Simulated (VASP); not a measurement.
# TiH3Br in VASP: notebook

The runs below take TiH3Br through single point, relaxation of cell and atoms, with PBE.

Program: VASP 6.6.1. These are calculated values, not measurements. Logs are shortened: lines on timing, memory, paths and dates and some standing lists are left out, and cuts for length are marked.

## 1. The cell of the first run

The typed cell holds 5 atoms: a = 3.779 Å, b = 3.779 Å, c = 3.779 Å, α = 82.62°, β = 82.62°, γ = 82.62°.

## 2. Single point, PBE, collinear spin, ferromagnetic start

INCAR reads:

```
SYSTEM = TiH3Br
  PREC = Accurate
  ENCUT = 520
  EDIFF = 1E-7
  ISMEAR = 0
  SIGMA = 0.1
  LREAL = .False.
  LASPH = .True.
  NELM = 150
  ALGO = Normal
  ISIF = 2
  LWAVE = .False.
  LCHARG = .False.
  ISPIN = 2
  MAGMOM = 1 0 0 0 0
  LORBIT = 11
  LMAXMIX = 4
  GGA = PE
  NBANDS = 23
```

KPOINTS reads:

```
regular mesh
0
Gamma
  6 6 6
  0 0 0
```

POSCAR reads:

```
TiH3Br
1.0
    2.4946209408      1.4402700717      2.4462865663
   -2.4946209408      1.4402700717      2.4462865663
    0.0000000000     -2.8805401433      2.4462865663
Ti H Br
1 3 1
Direct
    0.0000000000      0.0000000000      0.0000000000
    0.5000000000      0.9996794749      0.0003205251
    0.0003205251      0.5000000000      0.9996794749
    0.9996794749      0.0003205251      0.5000000000
    0.5000000000      0.5000000000      0.5000000000
```

Potentials or basis: VASP PAW PBE potentials, release 64 (Ti_sv, H, Br).

Run with:

```sh
$ cat potpaw_PBE.64/Ti_sv/POTCAR potpaw_PBE.64/H/POTCAR potpaw_PBE.64/Br/POTCAR > POTCAR
$ mpirun -np 1 vasp_std > vasp.out
```

OUTCAR:

```text
SYSTEM = TiH3Br
   PREC = Accurate
   ENCUT = 520
   EDIFF = 1E-7
   ISMEAR = 0
   LREAL = .False.
   LASPH = .True.
   NELM = 150
   ISIF = 2
   ISPIN = 2
   LORBIT = 11
   GGA = PE

 ion  position               nearest neighbor table
   1  0.000  0.000  0.000-   4 1.89   4 1.89   3 1.89   2 1.89   3 1.89   2 1.89
   2  0.500  1.000  0.000-   1 1.89   1 1.89
   3  0.000  0.500  1.000-   1 1.89   1 1.89
   4  1.000  0.000  0.500-   1 1.89   1 1.89
   5  0.500  0.500  0.500-

  LATTYP: Found a trigonal (rhomboedric) cell.
 ALAT       =     3.7791307839
 COS(alpha) =     0.1285243048

  Lattice vectors:

 A1 = (   2.4946209408,   1.4402700717,   2.4462865663)
 A2 = (  -2.4946209408,   1.4402700717,   2.4462865663)
 A3 = (   0.0000000000,  -2.8805401433,   2.4462865663)

Analysis of symmetry for initial positions (statically):
=====================================================================
 Subroutine PRICEL returns:
 Original cell was already a primitive cell.

 Routine SETGRP: Setting up the symmetry group for a
 trigonal (rhombohedral) supercell.

 Subroutine GETGRP returns: Found  6 space group operations
 (whereof  6 operations were pure point group operations)
 out of a pool of 12 trial point group operations.

The static configuration has the point symmetry D_3 .

Analysis of symmetry for dynamics (positions and initial velocities):
=====================================================================
 Subroutine PRICEL returns:
 Original cell was already a primitive cell.

 Routine SETGRP: Setting up the symmetry group for a
 trigonal (rhombohedral) supercell.

 Subroutine GETGRP returns: Found  6 space group operations
 (whereof  6 operations were pure point group operations)
 out of a pool of 12 trial point group operations.

The dynamic configuration has the point symmetry D_3 .

Analysis of structural, dynamic, and magnetic symmetry:
=====================================================================
 Subroutine PRICEL returns:
 Original cell was already a primitive cell.

 Routine SETGRP: Setting up the symmetry group for a
 trigonal (rhombohedral) supercell.

 Subroutine GETGRP returns: Found  6 space group operations
 (whereof  6 operations were pure point group operations)
 out of a pool of 12 trial point group operations.

The overall configuration has the point symmetry D_3 .

 Subroutine INISYM returns: Found  6 space group operations
 (whereof  6 operations are pure point group operations),
 and found     1 'primitive' translations

----------------------------------------------------------------------------------------

                                     Primitive cell

  volume of cell :      52.7360

  direct lattice vectors                    reciprocal lattice vectors
     2.494620941  1.440270072  2.446286566     0.200431253  0.115719038  0.136260951
    -2.494620941  1.440270072  2.446286566    -0.200431253  0.115719038  0.136260951
     0.000000000 -2.880540143  2.446286566     0.000000000 -0.231438075  0.136260951

  length of vectors
     3.779130784  3.779130784  3.779130784     0.268571461  0.268571461  0.268571461

  position of ions in fractional coordinates (direct lattice)
     0.000000000  0.000000000  0.000000000
     0.500000000  0.999679475  0.000320525
     0.000320525  0.500000000  0.999679475
     0.999679475  0.000320525  0.500000000
     0.500000000  0.500000000  0.500000000

  ion indices of the primitive-cell ions
   primitive index   ion index
                 1           1
                 2           2
                 3           3
                 4           4
                 5           5

----------------------------------------------------------------------------------------

 KPOINTS: regular mesh

Automatic generation of k-mesh.
 Grid dimensions read from file:
 generate k-points for:    6    6    6

 Generating k-lattice:

  Cartesian coordinates                     Fractional coordinates (reciprocal lattice)
     0.033405209  0.019286506  0.022710158     0.166666667  0.000000000 -0.000000000
    -0.033405209  0.019286506  0.022710158     0.000000000  0.166666667 -0.000000000
     0.000000000 -0.038573013  0.022710158     0.000000000  0.000000000  0.166666667

  Length of vectors
     0.044761910  0.044761910  0.044761910

  Shift w.r.t. Gamma in fractional coordinates (k-lattice)
     0.000000000  0.000000000  0.000000000

 Subroutine IBZKPT returns following result:
 ===========================================

 Found     32 irreducible k-points:

 Following reciprocal coordinates:
            Coordinates               Weight
  0.000000  0.000000  0.000000      1.000000
  0.166667  0.000000  0.000000      6.000000
  0.333333 -0.000000  0.000000      6.000000
  0.500000 -0.000000  0.000000      3.000000
  0.166667  0.166667  0.000000      6.000000
  0.333333  0.166667  0.000000     12.000000
[... 16 lines left out ...]
  0.500000  0.500000  0.166667      6.000000
 -0.333333  0.500000  0.166667     12.000000
 [... further k-points ...]
   k-points           NKPTS =     32   k-points in BZ     NKDIM =     32   number of bands    NBANDS=     23
   number of dos      NEDOS =    301   number of ions     NIONS =      5
   total plane-waves  NPLWV =  21952
   dimension x,y,z NGX =    28 NGY =   28 NGZ =   28
   dimension x,y,z NGXF=    56 NGYF=   56 NGZF=   56
   ions per type =               1   3   1
   NGX,Y,Z   is equivalent  to a cutoff of  12.32, 12.32, 12.32 a.u.
   NGXF,Y,Z  is equivalent  to a cutoff of  24.63, 24.63, 24.63 a.u.
 SYSTEM =  TiH3Br
   PREC   = accura    normal or accurate (medium, high low for compatibility)
   ISTART =      0    job   : 0-new  1-cont  2-samecut
   ICHARG =      2    charge: 1-file 2-atom 10-const
   ISPIN  =      2    spin polarized calculation?
   LNONCOLLINEAR =      F non collinear calculations
   LSORBIT =      F    spin-orbit coupling
   LASPH  =      T    aspherical Exc in radial PAW
   ENCUT  =  520.0 eV  38.22 Ry    6.18 a.u.   7.03  7.03  7.03*2*pi/ulx,y,z
   NELM   =    150;   NELMIN=  2; NELMDL= -5     # of ELM steps
   EDIFF  = 0.1E-06   stopping-criterion for ELM
   LREAL  =      F    real-space projection
   EDIFFG = 0.1E-05   stopping-criterion for IOM
   NSW    =      0    number of steps for IOM
   IBRION =     -1    ionic relax: 0-MD 1-quasi-New 2-CG
   NFREE  =      0    steps in history (QN), initial steepest desc. (CG)
   ISIF   =      2    stress and relaxation
   ISYM   =      2    0-nonsym 1-usesym 2-fastsym
   POTIM  = 0.5000    time-step for ionic-motion
   TEBEG  =    0.0;   TEEND  =   0.0 temperature during run
   PSTRESS=    0.0 pullay stress
   NELECT =      22.0000    total number of electrons
   NUPDOWN=      -1.0000    fix difference up-down
   EMIN   =  10.00;   EMAX   =-10.00  energy-range for DOS
   EFERMI =   0.00;   METHOD = LEGACY
   ISMEAR =     0;   SIGMA  =   0.10  broadening in eV -4-tet -1-fermi 0-gaus
   EFERMI_NEDOS =   21; number of points for ismear=-14 and -15
   IALGO  =     38    algorithm
   IMIX   =      4    mixing-type and parameters
     AMIX     =   0.40;   BMIX     =  1.00
     AMIX_MAG =   1.60;   BMIX_MAG =  1.00
  volume/ion in A,a.u.               =      10.55        71.18
  Fermi-wavevector in a.u.,A,eV,Ry     =   1.223245  2.311597 20.358775  1.496328
  Thomas-Fermi vector in A             =   2.358363
   LORBIT       =     11    0 simple, 1 ext, 2 COOP (PROOUT), +10 PAW based schemes
   GGA     = PE    functional components
   LHFCALC =     F    Hartree Fock is set to
   AEXX    =    0.0000 exact exchange contribution
   IVDW    =     0    specifies the selected vdW correction
   LEPSILON=     F    determine dielectric tensor
   LRPA    =     F    only Hartree local field effects (RPA)
 spin polarized calculation
 Gauss-broadening in eV      SIGMA  =   0.10
  energy-cutoff  :      520.00
  volume of cell :       52.74
 maximum number of plane-waves:      1444
   NGX = 15   NGY = 15   NGZ = 15

 number of electron      21.9999982 magnetization      -0.0147021

 number of electron      21.9999983 magnetization       0.0002231

 Free energy of the ion-electron system (eV)
  ---------------------------------------------------
  ext. energy  EPLUGINS =         0.00000000
  ---------------------------------------------------
  free energy    TOTEN  =       -18.88492311 eV

  energy without entropy =      -18.88074139  energy(sigma->0) =      -18.88283225

 E-fermi :   4.7566     XC(G=0): -10.2790

 val. band max:        4.6137046003   @ k =  -0.3333   0.5000   0.1667
 cond. band min:       4.8168092282   @ k =   0.3333   0.3333   0.0000
 fundamental gap:      0.2031046279
 Fermi energy:         4.7566330691

 spin component 1

 k-point     1 :       0.0000    0.0000    0.0000
  band No.  band energies     occupation
      1     -53.4301      1.00000
      2     -29.6271      1.00000
      3     -29.6271      1.00000
      4     -29.6055      1.00000
      5     -11.3384      1.00000
      6      -0.5610      1.00000
[... 613 lines left out ...]
     22      17.2053      0.00000
     23      18.8131      0.00000

 [... further k-points ...]

 spin component 2

 k-point     1 :       0.0000    0.0000    0.0000
  band No.  band energies     occupation
      1     -53.4297      1.00000
      2     -29.6268      1.00000
      3     -29.6268      1.00000
      4     -29.6051      1.00000
      5     -11.3385      1.00000
      6      -0.5611      1.00000
[... 613 lines left out ...]
     22      17.2053      0.00000
     23      18.8132      0.00000

 [... further k-points ...]
[... 5 lines left out ...]
  --------------------------------------------------------------------------------------
  -------------------------------------------------------------------------------------
  Total        0.0016017      0.0016017     -0.0385322      0.0000000     -0.0000000      0.0000000
  in kB        0.0486610      0.0486610     -1.1706504      0.0000000     -0.0000000      0.0000000
  external PRESSURE =      -0.3577761 kB  Pullay stress =       0.0000000 kB

 VOLUME and BASIS-vectors are now :
 -----------------------------------------------------------------------------
  energy-cutoff  :      520.00
  volume of cell :       52.74
      direct lattice vectors                 reciprocal lattice vectors
     2.494620941  1.440270072  2.446286566     0.200431253  0.115719038  0.136260951
    -2.494620941  1.440270072  2.446286566    -0.200431253  0.115719038  0.136260951
     0.000000000 -2.880540143  2.446286566     0.000000000 -0.231438075  0.136260951

 POSITION                                       TOTAL-FORCE (eV/Angst)
 -----------------------------------------------------------------------------------
      0.00000      0.00000      0.00000         0.000000      0.000000      0.000000
     -1.24651      2.15902      3.66943        -0.000912      0.001580      0.000000
     -1.24651     -2.15902      3.66943        -0.000912     -0.001580      0.000000
      2.49302      0.00000      3.66943         0.001825     -0.000000     -0.000000
      0.00000      0.00000      3.66943         0.000000      0.000000      0.000000
 -----------------------------------------------------------------------------------
    total drift:                               -0.000000      0.000000      0.000000

  FREE ENERGIE OF THE ION-ELECTRON SYSTEM (eV)
  ---------------------------------------------------
  free  energy   TOTEN  =       -18.8849231093 eV

  energy  without entropy=      -18.8807413852  energy(sigma->0) =      -18.88283225

 total charge

# of ion       s       p       d       tot
------------------------------------------
    1        2.172   6.119   1.747  10.038
    2        0.550   0.008   0.000   0.558
    3        0.550   0.008   0.000   0.558
    4        0.550   0.008   0.000   0.558
    5        1.651   3.098   0.037   4.785
--------------------------------------------------
tot          5.473   9.239   1.784  16.497

 magnetization (x)

# of ion       s       p       d       tot
------------------------------------------
    1        0.000  -0.000   0.000   0.000
    2       -0.000   0.000   0.000  -0.000
    3       -0.000   0.000   0.000  -0.000
    4       -0.000   0.000   0.000  -0.000
    5       -0.000  -0.000   0.000  -0.000
--------------------------------------------------
tot         -0.000  -0.000   0.000   0.000
```

Run time: 40 s. Hardware: 1 thread of AMD EPYC 9R45 (Zen 5), shared host; peak memory 0.18 GiB.

What came out:

```yaml
Free_energy: -18.8849 eV
Pressure: 0.0 GPa
Band_gap_on_the_k_mesh: zero (filled and empty bands overlap)
Net_moment: 0.00 μB per cell
Valence_electrons_inside_the_program's_atomic_spheres: Ti 10.04; H 0.56; Br 4.79
```

## 3. Single point, PBE

INCAR reads:

```
SYSTEM = TiH3Br
PREC = Accurate
ENCUT = 520
EDIFF = 1E-7
ISMEAR = 0
SIGMA = 0.1
LREAL = .FALSE.
LASPH = .TRUE.
NELM = 100
ALGO = Normal
ISIF = 2
LWAVE = .FALSE.
LCHARG = .FALSE.
GGA = PE
NBANDS = 19
```

KPOINTS reads:

```
Automatic mesh
0
G
  12 12 12
  0 0 0
```

POSCAR reads:

```
TiH3Br
1.0
    2.4969935227      1.4416398825      2.4439755179
   -2.4969935227      1.4416398825      2.4439755179
    0.0000000000     -2.8832797650      2.4439755179
Ti H Br
1 3 1
Direct
    0.0000000000      0.0000000000      0.0000000000
    0.5000000000      0.0000000000      0.0000000000
    0.0000000000      0.5000000000      0.0000000000
    0.0000000000      0.0000000000      0.5000000000
    0.5000000000      0.5000000000      0.5000000000
```

Potentials or basis: VASP PAW PBE potentials, release 64 (Ti_sv, H, Br).

Run with:

```sh
$ cat potpaw_PBE.64/Ti_sv/POTCAR potpaw_PBE.64/H/POTCAR potpaw_PBE.64/Br/POTCAR > POTCAR
$ mpirun -np 1 vasp_std > vasp.out
```

It took 91 s on 1 thread of AMD EPYC 9R45 (Zen 5), shared host; peak memory 0.29 GiB.

The run converged. Its results:

```
Free energy            : -18.8915 eV
Pressure               : 0.0 GPa
Band gap on the k mesh : zero (band 11 reaches 4.82 eV, above the bottom of band 12 at 4.64 eV)
```

Levels at points of the mesh, in eV from the Fermi level:
| k point | band 8 | band 9 | band 10 | band 11 | band 12 | band 13 | band 14 | band 15 |
| --- | --- | --- | --- | --- | --- | --- | --- | --- |
| (0.00, 0.00, 0.00) | -4.33 | -3.26 | -3.26 | -2.51 | 0.50 | 0.50 | 0.82 | 5.40 |
| (0.50, 0.00, 0.00) | -2.86 | -2.77 | -2.74 | -0.77 | 0.67 | 1.00 | 1.37 | 2.08 |
| (0.50, 0.50, 0.00) | -4.97 | -2.61 | -0.15 | 0.16 | 0.24 | 0.37 | 0.48 | 0.58 |
| (0.50, 0.50, 0.50) | -4.81 | -3.74 | -2.57 | -2.57 | 0.59 | 0.59 | 0.87 | 1.51 |

## 4. Relaxation of cell and atoms, PBE

INCAR reads:

```
SYSTEM = TiH3Br
PREC = Accurate ; ENCUT = 600
EDIFF = 1E-7 ; ISMEAR = 0
SIGMA = 0.1 ; LREAL = .FALSE.
LASPH = .TRUE. ; NELM = 100
ALGO = Normal ; ISIF = 3
LWAVE = .FALSE. ; LCHARG = .FALSE.
GGA = PE ; IBRION = 2
NSW = 100 ; EDIFFG = -0.01
```

KPOINTS reads:

```
regular mesh
0
G
  12 12 12
  0 0 0
```

Edit POSCAR of step 3 so:

```diff
@@ -2,5 +2,5 @@
 1.0
-    2.4969935227      1.4416398825      2.4439755179
-   -2.4969935227      1.4416398825      2.4439755179
-    0.0000000000     -2.8832797650      2.4439755179
+    2.4946209408      1.4402700717      2.4462865663
+   -2.4946209408      1.4402700717      2.4462865663
+    0.0000000000     -2.8805401433      2.4462865663
 Ti H Br
```

Run with:

```sh
$ cat potpaw_PBE.64/Ti_sv/POTCAR potpaw_PBE.64/H/POTCAR potpaw_PBE.64/Br/POTCAR > POTCAR
$ mpirun -np 1 vasp_std > vasp.out
```

Wall time 88 s (1 thread of AMD EPYC 9R45 (Zen 5), shared host); peak memory 0.31 GiB.

It converged, with:

```
Free energy             : -18.8929 eV
Pressure after relaxing : 0.1 GPa
Band gap on the k mesh  : zero (band 11 reaches 4.83 eV, above the bottom of band 12 at 4.66 eV)
```

Stress tensor (GPa, compression positive):
```
0.08 0.00 0.00
0.00 0.08 0.00
0.00 0.00 0.00
```

Final structure:
```
Ti H Br
1.0
     2.49462    1.44027    2.44629
    -2.49462    1.44027    2.44629
     0.00000   -2.88054    2.44629
Ti H Br
1 3 1
Direct
  0.00000 0.00000 0.00000
  0.50000 0.00000 0.00000
  0.00000 0.50000 0.00000
  0.00000 0.00000 0.50000
  0.50000 0.50000 0.50000
```

Levels at points of the mesh, in eV from the Fermi level:
| k point | band 8 | band 9 | band 10 | band 11 | band 12 | band 13 | band 14 | band 15 |
| --- | --- | --- | --- | --- | --- | --- | --- | --- |
| (0.00, 0.00, 0.00) | -4.33 | -3.28 | -3.28 | -2.52 | 0.50 | 0.50 | 0.82 | 5.40 |
| (0.50, 0.00, 0.00) | -2.86 | -2.78 | -2.75 | -0.78 | 0.67 | 1.00 | 1.38 | 2.08 |
| (0.50, 0.50, 0.00) | -4.98 | -2.63 | -0.15 | 0.16 | 0.25 | 0.38 | 0.48 | 0.58 |
| (0.50, 0.50, 0.50) | -4.82 | -3.76 | -2.57 | -2.57 | 0.59 | 0.59 | 0.87 | 1.52 |

Caveat: the relaxation stopped at its first step, so nothing moved.

## 5. Summary

```tsv
task	spin	cell	k mesh	cutoff (eV)	gap on the mesh (eV)	pressure (GPa)
single point	collinear, ferromagnetic start	a = 3.779 Å, angles 82.6°, 5 atoms	6 × 6 × 6	520	none	0.0
single point	off	a = 3.780 Å, angles 82.7°, 5 atoms	12 × 12 × 12	520	none	0.0
relaxation of cell and atoms	off	relaxed from a = 3.779 Å, angles 82.6°, 5 atoms	12 × 12 × 12	600	none	0.1
```

Alike in all rows: level PBE; potentials or basis VASP PAW PBE potentials, release 64 (Ti_sv, H, Br); smearing gaussian 0.1 eV.

Caveats: the relaxation stopped at its first step, so nothing moved (some runs).

Total energies depend on the potentials used, so only differences within one code and one set of settings carry meaning.
